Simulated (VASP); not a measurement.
# Si12H3F in VASP: single point with PBEsol

Aim: the single point of Si12H3F with PBEsol.

Everything below comes from runs of VASP 6.6.1. Logs are shortened: lines on timing, memory, paths and dates and some standing lists are left out, and cuts for length are marked.

### Step 1. The cell of the first run

The cell holds a slab with vacuum, 32 atoms: a = 11.519 Å, b = 7.679 Å, c = 16.419 Å, α = 90.00°, β = 90.00°, γ = 60.00°.

### Step 2. Single point, PBEsol

INCAR

```
  ALGO = Normal
  EDIFF = 1E-7
  ENCUT = 520
  GGA = PS
  ISIF = 2
  ISMEAR = 0
  LASPH = T
  LCHARG = F
  LREAL = Auto
  LWAVE = F
  NBANDS = 80
  NELM = 100
  PREC = Accurate
  SIGMA = 0.02
```

KPOINTS

```
k-points
0
Gamma
  2 2 1
```

POSCAR

```
Si12H3F
1.0
   11.5187690000      0.0000000000      0.0000000000
    3.8395900000      6.6503650000      0.0000000000
    0.0000000000      0.0000000000     16.4187650000
H Si F
6 24 2
Direct
    0.1111111291      0.1666666416      0.0609059208
    0.4444444914      0.1666666416      0.0609059208
    0.7777778537      0.1666666416      0.0609059208
    0.1111111542      0.6666665664      0.0609059208
    0.4444445164      0.6666665664      0.0609059208
    0.7777777919      0.6666665664      0.0609059208
    0.1111111291      0.1666666416      0.1522648019
    0.4444444914      0.1666666416      0.1522648019
    0.7777778537      0.1666666416      0.1522648019
    0.1111111542      0.6666665664      0.1522648019
    0.4444445164      0.6666665664      0.1522648019
    0.7777777919      0.6666665664      0.1522648019
   -0.1132852690      0.3308735686      0.1980318861
    0.2257157689      0.3372524666      0.2014562606
    0.5581276119      0.3372792320      0.1995019723
   -0.1107415345      0.8288499955      0.1997608224
    0.2193154111      0.8320785401      0.1990942681
    0.5580248605      0.8390566533      0.2028369369
   -0.1561407618      0.2962366727      0.3343426256
    0.1600633649      0.2558984356      0.3820706369
    0.4963962087      0.2443544076      0.3801823097
   -0.1375505100      0.7684871432      0.3387611066
    0.1847130612      0.7801371804      0.3354036068
    0.4945163982      0.7621862860      0.3558598957
   -0.0424403436     -0.0400275774      0.3807885063
    0.2890094010     -0.0843534152      0.4183927354
    0.6245906500     -0.0927482928      0.3362285166
   -0.0622316462      0.4597696517      0.4085751273
    0.2701186345      0.4204698539      0.3350197168
    0.6065561442      0.4109269190      0.3335311152
    0.9694640468     -0.0223196772      0.4789243284
    0.4863727294      0.2276714135      0.4783460875
```

Potentials or basis: VASP PAW PBE potentials, release 64 (H, Si, F).

Started as:

```
$ cat potpaw_PBE.64/H/POTCAR potpaw_PBE.64/Si/POTCAR potpaw_PBE.64/F/POTCAR > POTCAR
$ mpirun -np 1 vasp_std > vasp.out
```

OUTCAR:

```text
EDIFF = 1E-7
   ENCUT = 520
   GGA = PS
   ISIF = 2
   ISMEAR = 0
   LASPH = T
   LREAL = Auto
   NELM = 100
   PREC = Accurate

 ion  position               nearest neighbor table
   1  0.111  0.167  0.061-   7 1.50
   2  0.444  0.167  0.061-   8 1.50
   3  0.778  0.167  0.061-   9 1.50
   4  0.111  0.667  0.061-  10 1.50
   5  0.444  0.667  0.061-  11 1.50
   6  0.778  0.667  0.061-  12 1.50
   7  0.111  0.167  0.152-   1 1.50  17 2.35  13 2.36  14 2.42
   8  0.444  0.167  0.152-   2 1.50  14 2.33  18 2.33  15 2.40
   9  0.778  0.167  0.152-   3 1.50  13 2.30  15 2.32  16 2.38
  10  0.111  0.667  0.152-   4 1.50  17 2.31  14 2.34  16 2.35
  11  0.444  0.667  0.152-   5 1.50  15 2.32  17 2.37  18 2.43
  12  0.778  0.667  0.152-   6 1.50  16 2.33  18 2.34  13 2.36
  13  0.887  0.331  0.198-   9 2.30  19 2.34  12 2.36   7 2.36
  14  0.226  0.337  0.201-   8 2.33  10 2.34  29 2.41   7 2.42
  15  0.558  0.337  0.200-  11 2.32   9 2.32   8 2.40  30 2.41
  16  0.889  0.829  0.200-  12 2.33  10 2.35   9 2.38  22 2.38
  17  0.219  0.832  0.199-  10 2.31  23 2.34   7 2.35  11 2.37
  18  0.558  0.839  0.203-   8 2.33  12 2.34  11 2.43  27 2.46  24 2.76
  19  0.844  0.296  0.334-  13 2.34  25 2.36  28 2.36  30 2.42
  20  0.160  0.256  0.382-  28 2.28  29 2.32  26 2.35
  21  0.496  0.244  0.380-  32 1.63  30 2.34  27 2.36  29 2.38
  22  0.862  0.768  0.339-  25 2.33  28 2.37  16 2.38  27 2.39
  23  0.185  0.780  0.335-  17 2.34  26 2.37  25 2.39  29 2.42
  24  0.495  0.762  0.356-  26 2.29  27 2.29  30 2.37  18 2.76
  25  0.958  0.960  0.381-  31 1.63  22 2.33  19 2.36  23 2.39
  26  0.289  0.916  0.418-  24 2.29  20 2.35  23 2.37
  27  0.625  0.907  0.336-  24 2.29  21 2.36  22 2.39  18 2.46
  28  0.938  0.460  0.409-  20 2.28  19 2.36  22 2.37
  29  0.270  0.420  0.335-  20 2.32  21 2.38  14 2.41  23 2.42
  30  0.607  0.411  0.334-  21 2.34  24 2.37  15 2.41  19 2.42
  31  0.969  0.978  0.479-  25 1.63
  32  0.486  0.228  0.478-  21 1.63

  LATTYP: Found a simple monoclinic cell.
 ALAT       =     7.6791800344
 B/A-ratio  =     2.1380883019
 C/A-ratio  =     1.3228755546
 COS(beta)  =    -0.1889823052

  Lattice vectors:

 A1 = (   3.8395900000,   6.6503650000,   0.0000000000)
 A2 = (   0.0000000000,   0.0000000000,  16.4187650000)
 A3 = (   7.6791790000,  -6.6503650000,   0.0000000000)

Analysis of symmetry for initial positions (statically):
=====================================================================
 Subroutine PRICEL returns:
[... 166 lines left out ...]
   IBRION =     -1    ionic relax: 0-MD 1-quasi-New 2-CG
   NFREE  =      0    steps in history (QN), initial steepest desc. (CG)
   ISIF   =      2    stress and relaxation
   ISYM   =      2    0-nonsym 1-usesym 2-fastsym
   POTIM  = 0.5000    time-step for ionic-motion
   TEBEG  =    0.0;   TEEND  =   0.0 temperature during run
   PSTRESS=    0.0 pullay stress
   NELECT =     116.0000    total number of electrons
   NUPDOWN=      -1.0000    fix difference up-down
   EMIN   =  10.00;   EMAX   =-10.00  energy-range for DOS
   EFERMI =   0.00;   METHOD = LEGACY
   ISMEAR =     0;   SIGMA  =   0.02  broadening in eV -4-tet -1-fermi 0-gaus
   EFERMI_NEDOS =   21; number of points for ismear=-14 and -15
   IALGO  =     38    algorithm
   IMIX   =      4    mixing-type and parameters
     AMIX     =   0.40;   BMIX     =  1.00
     AMIX_MAG =   1.60;   BMIX_MAG =  1.00
  volume/ion in A,a.u.               =      39.30       265.24
  Fermi-wavevector in a.u.,A,eV,Ry     =   0.739657  1.397748  7.443637  0.547092
  Thomas-Fermi vector in A             =   1.833872
   LORBIT       =      0    0 simple, 1 ext, 2 COOP (PROOUT), +10 PAW based schemes
   GGA     = PS    functional components
   LHFCALC =     F    Hartree Fock is set to
   AEXX    =    0.0000 exact exchange contribution
   IVDW    =     0    specifies the selected vdW correction
   LEPSILON=     F    determine dielectric tensor
   LRPA    =     F    only Hartree local field effects (RPA)
 non-spin polarized calculation
 Gauss-broadening in eV      SIGMA  =   0.02
  energy-cutoff  :      520.00
  volume of cell :     1257.74
 maximum number of plane-waves:     33926
 NGX is ok and might be reduce to    90
   NGX = 43   NGY = 29   NGZ = 61

 number of electron     116.0000005 magnetization

 Free energy of the ion-electron system (eV)
  ---------------------------------------------------
  ext. energy  EPLUGINS =         0.00000000
  ---------------------------------------------------
  free energy    TOTEN  =      -161.76176211 eV

  energy without entropy =     -161.76176211  energy(sigma->0) =     -161.76176211

 E-fermi :  -0.7937     XC(G=0):  -4.7479

 val. band max:       -0.9552342977   @ k =   0.0000   0.0000   0.0000
 cond. band min:      -0.2400179386   @ k =   0.5000   0.0000   0.0000
 fundamental gap:      0.7152163591
 Fermi energy:        -0.7937141173

 k-point     1 :       0.0000    0.0000    0.0000
  band No.  band energies     occupation
      1     -25.4117      2.00000
      2     -25.3362      2.00000
      3     -12.3748      2.00000
      4     -11.2179      2.00000
      5     -11.0782      2.00000
      6     -10.9565      2.00000
[... 281 lines left out ...]
     69       2.0377      0.00000
     70       2.1461      0.00000
 [bands above 70 left out]

------------------------ aborting loop because EDIFF is reached ----------------------------------------

  FORCE on cell =-STRESS in cart. coord.  units (eV):
  Direction    XX          YY          ZZ          XY          YZ          ZX
  --------------------------------------------------------------------------------------
  -------------------------------------------------------------------------------------
  Total       -6.8081868     -3.7942338      2.0041503     -0.6726386     -0.0117508      0.2043222
  in kB       -8.6726138     -4.8332876      2.5529883     -0.8568412     -0.0149687      0.2602760
  external PRESSURE =      -3.6509710 kB  Pullay stress =       0.0000000 kB

 VOLUME and BASIS-vectors are now :
 -----------------------------------------------------------------------------
  energy-cutoff  :      520.00
  volume of cell :     1257.74
      direct lattice vectors                 reciprocal lattice vectors
    11.518769000  0.000000000  0.000000000     0.086814832 -0.050122567  0.000000000
     3.839590000  6.650365000  0.000000000     0.000000000  0.150367687  0.000000000
     0.000000000  0.000000000 16.418765000     0.000000000  0.000000000  0.060905921

 POSITION                                       TOTAL-FORCE (eV/Angst)
 -----------------------------------------------------------------------------------
      1.91979      1.10839      1.00000         0.116291      0.087172     -0.060288
      5.75939      1.10839      1.00000         0.106246     -0.008544     -0.149954
      9.59898      1.10839      1.00000        -0.143502     -0.205151     -0.198745
      3.83959      4.43358      1.00000        -0.167247     -0.050022     -0.186879
      7.67918      4.43358      1.00000         0.075555      0.265047     -0.141337
     11.51877      4.43358      1.00000        -0.134342     -0.087666     -0.155986
[... 24 lines left out ...]
     14.92092      6.50193      7.86335         0.022988      0.014043      0.188103
      6.47658      1.51410      7.85385        -0.025976     -0.013705      0.216587
 -----------------------------------------------------------------------------------
    total drift:                               -0.001595      0.000962      0.047786

  FREE ENERGIE OF THE ION-ELECTRON SYSTEM (eV)
  ---------------------------------------------------
  free  energy   TOTEN  =      -161.7617621061 eV

  energy  without entropy=     -161.7617621061  energy(sigma->0) =     -161.76176211
```

stdout:

```text
POSCAR found type information on POSCAR H SiF
 POSCAR found :  3 types and      32 ions
 scaLAPACK will be used
 -----------------------------------------------------------------------------
|                                                                             |
|                                                                             |
|     You enforced a specific xc type in the INCAR file but a different       |
|     I HOPE YOU KNOW WHAT YOU ARE DOING!                                     |
|                                                                             |
 -----------------------------------------------------------------------------

 LDA part: xc-table for (Slater+PW92), standard interpolation
 POSCAR, INCAR and KPOINTS ok, starting setup
 FFT: planning ... GRIDC
 FFT: planning ... GRID_SOFT
 FFT: planning ... GRID
 WAVECAR not read
 entering main loop
```

It took 25 min on 1 thread of Intel Xeon 6975P-C, shared host; peak memory 1.4 GiB.

What came out:

* Free energy: -161.7618 eV
* Largest force: 1.026 eV/Å
* Band gap on the k mesh: 0.72 eV, indirect (the least direct gap lies 2.9 meV higher)

Forces on the atoms (eV/Å):
```
H    0.116  0.087 -0.060
H    0.106 -0.009 -0.150
H   -0.144 -0.205 -0.199
H   -0.167 -0.050 -0.187
H    0.076  0.265 -0.141
H   -0.134 -0.088 -0.156
Si   0.017  0.077  1.023
Si   0.277  0.309  0.319
Si  -0.036 -0.280 -0.386
Si  -0.095 -0.098 -0.494
Si  -0.032  0.141  0.548
Si   0.011 -0.146 -0.154
Si   0.005  0.001 -0.004
Si  -0.002 -0.004  0.008
Si  -0.003 -0.002  0.004
Si   0.003  0.005  0.001
Si   0.008  0.002 -0.001
Si  -0.007 -0.005  0.002
Si  -0.001  0.001  0.006
Si   0.002 -0.005 -0.005
Si   0.026  0.012 -0.211
Si  -0.003 -0.003 -0.005
Si   0.001  0.000  0.001
Si   0.005 -0.004 -0.004
Si  -0.025 -0.013 -0.181
Si  -0.007  0.001  0.017
Si   0.006  0.001 -0.002
Si  -0.008  0.007  0.007
Si   0.003  0.005 -0.003
Si   0.007 -0.001  0.001
F    0.023  0.014  0.188
F   -0.026 -0.014  0.217
```

Levels at points of the mesh, in eV from the valence-band top:
```
           k point  band 56  band 57  band 58  band 59  band 60  band 61
(0.00, 0.00, 0.00)    -0.34    -0.28     0.00     0.97     1.21     1.45
(0.50, 0.00, 0.00)    -0.63    -0.49     0.00     0.72     1.04     1.49
(0.00, 0.50, 0.00)    -0.95    -0.50     0.00     1.04     1.43     1.78
(0.50, 0.50, 0.00)    -0.74    -0.49    -0.06     1.01     1.52     2.03
```

Caveat: the k points lie up to 0.47 Å⁻¹ apart; the PAW data sets were made with another functional, which shifts forces and pressure a little.
